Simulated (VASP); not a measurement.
# Ir (Pm-3m) in VASP: further runs, part 2 of 2

VASP 6.6.1. Earlier steps stand in the parts before.

**3. Single point, LDA**

This run uses another cell than the first one, of 16.17 Å³/atom, 1.124 times its volume.

File INCAR:

```
SYSTEM = Ir
PREC = Accurate ; ENCUT = 520
EDIFF = 1E-6 ; ISMEAR = 1
SIGMA = 0.1 ; LREAL = .False.
LASPH = .True. ; NELM = 60
ALGO = Normal ; ISIF = 2
LWAVE = .False. ; LCHARG = .True.
LELF = .True. ; LVHAR = .True.
NBANDS = 10
```

File KPOINTS:

```
Automatic mesh
0
Gamma
  9 9 9
  0 0 0
```

File POSCAR:

```
Ir
1.0
    2.5287212329      0.0000000000      0.0000000000
    0.0000000000      2.5287212329      0.0000000000
    0.0000000000      0.0000000000      2.5287212329
Ir
1
Direct
    0.0000000000      0.0000000000      0.0000000000
```

Potentials or basis: VASP PAW LDA potentials, release 64 (Ir).

Launch:

```bash
$ cat potpaw_LDA.64/Ir/POTCAR > POTCAR
$ mpirun -np 1 vasp_std > vasp.out
```

OUTCAR:

```text
SYSTEM = Ir
   PREC = Accurate
   ENCUT = 520
   EDIFF = 1E-6
   ISMEAR = 1
   LREAL = .False.
   LASPH = .True.
   NELM = 60
   ISIF = 2

 ion  position               nearest neighbor table
   1  0.000  0.000  0.000-

  LATTYP: Found a simple cubic cell.
 ALAT       =     2.5287212329

  Lattice vectors:

 A1 = (   2.5287212329,   0.0000000000,   0.0000000000)
 A2 = (   0.0000000000,   2.5287212329,   0.0000000000)
 A3 = (   0.0000000000,   0.0000000000,   2.5287212329)

Analysis of symmetry for initial positions (statically):
=====================================================================
 Subroutine PRICEL returns:
 Original cell was already a primitive cell.

 Routine SETGRP: Setting up the symmetry group for a
 simple cubic supercell.

 Subroutine GETGRP returns: Found 48 space group operations
 (whereof 48 operations were pure point group operations)
 out of a pool of 48 trial point group operations.

The static configuration has the point symmetry O_h .

Analysis of symmetry for dynamics (positions and initial velocities):
=====================================================================
 Subroutine PRICEL returns:
 Original cell was already a primitive cell.

 Routine SETGRP: Setting up the symmetry group for a
 simple cubic supercell.

 Subroutine GETGRP returns: Found 48 space group operations
 (whereof 48 operations were pure point group operations)
 out of a pool of 48 trial point group operations.

The dynamic configuration has the point symmetry O_h .

 Subroutine INISYM returns: Found 48 space group operations
 (whereof 48 operations are pure point group operations),
 and found     1 'primitive' translations

----------------------------------------------------------------------------------------

                                     Primitive cell

  volume of cell :      16.1697
[... 110 lines left out ...]
  Thomas-Fermi vector in A             =   2.474465
   LORBIT       =      0    0 simple, 1 ext, 2 COOP (PROOUT), +10 PAW based schemes
   GGA     = CA    functional components
   LHFCALC =     F    Hartree Fock is set to
   AEXX    =    0.0000 exact exchange contribution
   IVDW    =     0    specifies the selected vdW correction
   LEPSILON=     F    determine dielectric tensor
   LRPA    =     F    only Hartree local field effects (RPA)
 non-spin polarized calculation
 Methfessel and Paxton  Order N= 1 SIGMA  =   0.10
  energy-cutoff  :      520.00
  volume of cell :       16.17
 maximum number of plane-waves:       461
 NGX is ok and might be reduce to    20
   NGX =  9   NGY =  9   NGZ =  9

 number of electron       9.0000001 magnetization

 Free energy of the ion-electron system (eV)
  ---------------------------------------------------
  ext. energy  EPLUGINS =         0.00000000
  ---------------------------------------------------
  free energy    TOTEN  =        -9.16869706 eV

  energy without entropy =       -9.16599135  energy(sigma->0) =       -9.16779516

 E-fermi :   8.0500     XC(G=0): -13.2175

 val. band max:        8.0279597215   @ k =   0.2222   0.0000   0.0000
 cond. band min:       8.0713633843   @ k =   0.2222   0.1111   0.0000
 fundamental gap:      0.0434036627
 Fermi energy:         8.0499515433

 k-point     1 :       0.0000    0.0000    0.0000
  band No.  band energies     occupation
      1      -1.5147      2.00000
      2       1.6444      2.00000
      3       1.6444      2.00000
      4       9.4500     -0.00000
      5       9.4500     -0.00000
      6       9.4500     -0.00000
      7      23.8889      0.00000
      8      23.8889      0.00000
      9      23.8889      0.00000
     10      30.1487      0.00000
[... 287 lines left out ...]
 k-point    24 :       0.4444    0.3333    0.1111
  band No.  band energies     occupation
      1       2.0781      2.00000
      2       3.3895      2.00000
      3       6.0052      2.00000
      4       6.4917      2.00000
      5       8.1264      0.03901
      6      11.5833      0.00000
      7      15.4994      0.00000
      8      22.0999      0.00000
      9      24.3251      0.00000
     10      28.5198      0.00000

 [... further k-points ...]

------------------------ aborting loop because EDIFF is reached ----------------------------------------

  FORCE on cell =-STRESS in cart. coord.  units (eV):
  Direction    XX          YY          ZZ          XY          YZ          ZX
  --------------------------------------------------------------------------------------
  -------------------------------------------------------------------------------------
  Total        0.1425078      0.1425078      0.1425078     -0.0000000     -0.0000000      0.0000000
  in kB       14.1203760     14.1203760     14.1203760     -0.0000000     -0.0000000      0.0000000
  external PRESSURE =      14.1203760 kB  Pullay stress =       0.0000000 kB

 VOLUME and BASIS-vectors are now :
 -----------------------------------------------------------------------------
  energy-cutoff  :      520.00
  volume of cell :       16.17
      direct lattice vectors                 reciprocal lattice vectors
     2.528721233  0.000000000  0.000000000     0.395456797  0.000000000  0.000000000
     0.000000000  2.528721233  0.000000000     0.000000000  0.395456797  0.000000000
     0.000000000  0.000000000  2.528721233     0.000000000  0.000000000  0.395456797

 POSITION                                       TOTAL-FORCE (eV/Angst)
 -----------------------------------------------------------------------------------
      0.00000      0.00000      0.00000         0.000000      0.000000      0.000000
 -----------------------------------------------------------------------------------
    total drift:                                0.000000      0.000000      0.000000

  FREE ENERGIE OF THE ION-ELECTRON SYSTEM (eV)
  ---------------------------------------------------
  free  energy   TOTEN  =        -9.1686970631 eV

  energy  without entropy=       -9.1659913503  energy(sigma->0) =       -9.16779516
```

OSZICAR:

```text
N       E                     dE             d eps       ncg     rms          rms(c)
DAV:   1     0.425349399486E+02    0.42535E+02   -0.42684E+03   716   0.796E+02
DAV:   2    -0.865962907754E+01   -0.51195E+02   -0.48700E+02   706   0.185E+02
DAV:   3    -0.960325784621E+01   -0.94363E+00   -0.92272E+00   850   0.310E+01
DAV:   4    -0.961236381025E+01   -0.91060E-02   -0.91019E-02   830   0.267E+00
DAV:   5    -0.961256918540E+01   -0.20538E-03   -0.20536E-03   832   0.393E-01    0.131E+01
DAV:   6    -0.922315188956E+01    0.38942E+00   -0.81573E-01   822   0.106E+01    0.550E+00
DAV:   7    -0.917452368247E+01    0.48628E-01   -0.12032E-01   982   0.347E+00    0.178E+00
DAV:   8    -0.916922581501E+01    0.52979E-02   -0.38106E-03   776   0.831E-01    0.571E-01
DAV:   9    -0.916869314940E+01    0.53267E-03   -0.29152E-04   910   0.102E-01    0.264E-02
DAV:  10    -0.916869720110E+01   -0.40517E-05   -0.73264E-06   822   0.386E-02    0.439E-03
DAV:  11    -0.916869706307E+01    0.13803E-06   -0.12728E-06   430   0.132E-02
   1 F= -.91686971E+01 E0= -.91677952E+01  d E =-.270571E-02
```

Run time: 3.3 s. Hardware: 1 thread of Intel Xeon Platinum 8488C (Sapphire Rapids), shared host; peak memory 0.12 GiB.

What came out:

- Free energy: -9.1687 eV
- Pressure: 1.4 GPa

Caveat: spin-orbit coupling is left out, which moves the levels of the heavy elements.

**4. Single point, LDA**

This run uses another cell than the first one, of 15.44 Å³/atom, 1.074 times its volume.

File INCAR:

```
ALGO = Normal ; EDIFF = 1E-7
ENCUT = 520 ; ISIF = 2
ISMEAR = 1 ; LASPH = True
LCHARG = False ; LREAL = False
LWAVE = False ; NBANDS = 10
NELM = 100 ; PREC = Accurate
SIGMA = 0.1
```

File KPOINTS:

```
k-points
0
Gamma
  9 9 9
```

File POSCAR:

```
Ir
1.0
    2.4900000000      0.0000000000      0.0000000000
    0.0000000000      2.4900000000      0.0000000000
    0.0000000000      0.0000000000      2.4900000000
Ir
1
Direct
    0.0000000000      0.0000000000      0.0000000000
```

Launch:

```bash
$ cat potpaw_LDA.64/Ir/POTCAR > POTCAR
$ mpirun -np 1 vasp_std > vasp.out
```

Wall time 3.1 s (1 thread of Intel Xeon Platinum 8488C (Sapphire Rapids), shared host); peak memory 0.12 GiB.

It converged, with:

| Item | Value |
| --- | --- |
| Free energy | -9.1287 eV |
| Pressure | 16.6 GPa |

Levels at points of the mesh, in eV from the Fermi level:
| k point | band 2 | band 3 | band 4 | band 5 | band 6 | band 7 | band 8 | band 9 |
| --- | --- | --- | --- | --- | --- | --- | --- | --- |
| (0.00, 0.00, 0.00) | -6.84 | -6.84 | 1.52 | 1.52 | 1.52 | 16.14 | 16.14 | 16.14 |

Caveat: spin-orbit coupling is left out, which moves the levels of the heavy elements.

**5. Summary**

```tsv
cell	gap on the mesh (eV)	pressure (GPa)
a = 2.432 Å, 1 atom	none	47.1
a = 2.529 Å, 1 atom	none	1.4
a = 2.490 Å, 1 atom	none	16.6
```

Alike in all rows: task single point; level LDA; potentials or basis VASP PAW LDA potentials, release 64 (Ir); no spin polarisation; k mesh 9 × 9 × 9; cutoff (eV) 520; smearing methfessel-paxton 0.1 eV.

Caveats: spin-orbit coupling is left out, which moves the levels of the heavy elements.

Absolute energies hang on the potentials; compare differences alone.
